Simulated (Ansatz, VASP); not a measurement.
**KI in VASP and in Ansatz**

```
CELL_PARAMETERS angstrom
4.29109 0.00000 0.00000
0.00000 4.29109 0.00000
0.00000 0.00000 4.29109
ATOMIC_POSITIONS crystal
K 0.00000 0.00000 0.00000
I 0.50000 0.50000 0.50000
```

Alike in both runs: task single point; functional HSE06; k mesh 4 × 4 × 4; no spin polarisation.

|  | VASP | Ansatz |
| --- | --- | --- |
| version | VASP 6.6.1 | Ansatz 0.2.0 |
| potentials or method | VASP PAW PBE potentials, release 64 (K_sv, I) | plane waves, PAW |
| plane-wave cutoff (eV) | 520 | 420 |
| occupations | gaussian, width 0.01 eV | fixed |
| valence electrons in the cell | 16 | 26 |

VASP gave:

| Item | Value |
| --- | --- |
| gap on the k mesh at the Fermi level (eV) | 4.30 |
| pressure (GPa) | 0.3 |

Estimate Ansatz's values.

gap on the k mesh at the Fermi level (eV): 4.31; pressure (GPa): 0.3.

VASP's potentials hold 16 valence electrons a cell and Ansatz's 26, so a difference there can come from the potentials and not from the codes. Ansatz's warnings: stress exchange threshold loose, stress scf threshold loose.

Neither program's run includes spin-orbit coupling.
